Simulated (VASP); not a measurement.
**TiO2: single point with PBEsol**

The system is TiO2.

```
Ti O
1.0
     1.49733    0.86448    6.98154
    -1.49733    0.86448    6.98154
     0.00000   -1.72897    6.98154
Ti O
1 2
Direct
  0.00000 0.00000 0.00000
  0.37953 0.37953 0.37953
  0.62047 0.62047 0.62047
```

```
Program             : VASP 6.6.1
Task                : single point
Functional          : PBEsol
Potentials or basis : VASP PAW PBE potentials, release 64 (Ti_sv, O)
Cutoff              : 520 eV
k mesh              : 10 × 10 × 10
Occupations         : fermi-dirac, width 0.05 eV
Spin                : no spin polarisation
```

```json
{
  "Pressure": "-3.9 GPa",
  "Largest force": "0.385 eV/Å",
  "Band gap on the k mesh": "2.64 eV, indirect (least direct gap 2.83 eV)"
}
```

Forces on the atoms (eV/Å):
```
Ti   0.000  0.000  0.000
O    0.000  0.000 -0.385
O    0.000  0.000  0.385
```

Stress tensor (GPa, compression positive):
```
-4.63  0.00  0.00
 0.00 -4.63  0.00
 0.00  0.00 -2.34
```

Levels at points of the mesh, in eV from the valence-band top:
| k point | band 10 | band 11 | band 12 | band 13 | band 14 | band 15 |
| --- | --- | --- | --- | --- | --- | --- |
| (0.00, 0.00, 0.00) | -0.62 | -0.18 | -0.18 | 2.64 | 2.64 | 4.35 |
| (0.50, 0.00, 0.00) | -1.68 | -1.22 | -0.65 | 2.90 | 3.69 | 3.76 |
| (0.50, 0.50, 0.00) | -1.69 | -1.22 | -0.64 | 2.90 | 3.69 | 3.76 |
| (0.50, 0.50, 0.50) | -0.68 | -0.18 | -0.18 | 2.64 | 2.64 | 4.37 |

It took 5.9 min on 1 thread of AMD EPYC 9R45 96-Core Processor (Zen 5) (shared host), peak memory 0.41 GiB.

Caveat: the PAW data sets were made with another functional, which shifts forces and pressure a little. A k mesh can miss the band edges.
